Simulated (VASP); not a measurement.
Crystal: K3Ba.

```
K Ba
1.0
     0.00000    5.24363    5.24363
     5.24363    0.00000    5.24363
     5.24363    5.24363    0.00000
K Ba
3 1
Direct
  0.25000 0.25000 0.25000
  0.75000 0.75000 0.75000
  0.50000 0.50000 0.50000
  0.00000 0.00000 0.00000
```

| Property | Result |
| --- | --- |
| Program | VASP 6.6.1 |
| Task | relaxation of volume and atoms at fixed shape |
| Functional | LDA |
| Potentials or basis | VASP PAW LDA potentials, release 64 (K_sv, Ba_sv) |
| Cutoff | 600 eV |
| k mesh | 4 × 4 × 4 |
| Occupations | methfessel-paxton, width 0.1 eV |
| Spin | no spin polarisation |

At the start: pressure -0.6 GPa; volume 72.09 Å³/atom.

How do energy, volume and symmetry change on relaxing?

Over 4 steps the energy falls by 21.5 meV/atom and the volume is 62.12 Å³/atom (-13.8 %); space group Fm-3m (No. 225, to 0.05 Å).

Step by step:
```tsv
step	energy change (eV)	largest force (eV/Å)	pressure (GPa)	volume (Å³)
1	0.0000	0.0000	-0.63	288.35
2	-0.0412	0.0000	-0.49	276.62
3	-0.0823	0.0000	-0.16	256.81
4	-0.0860	0.0000	0.02	248.49
```

Final structure:
```
K Ba
1.0
     0.00000    4.98993    4.98993
     4.98993    0.00000    4.98993
     4.98993    4.98993    0.00000
K Ba
3 1
Direct
  0.25000 0.25000 0.25000
  0.75000 0.75000 0.75000
  0.50000 0.50000 0.50000
  0.00000 0.00000 0.00000
```
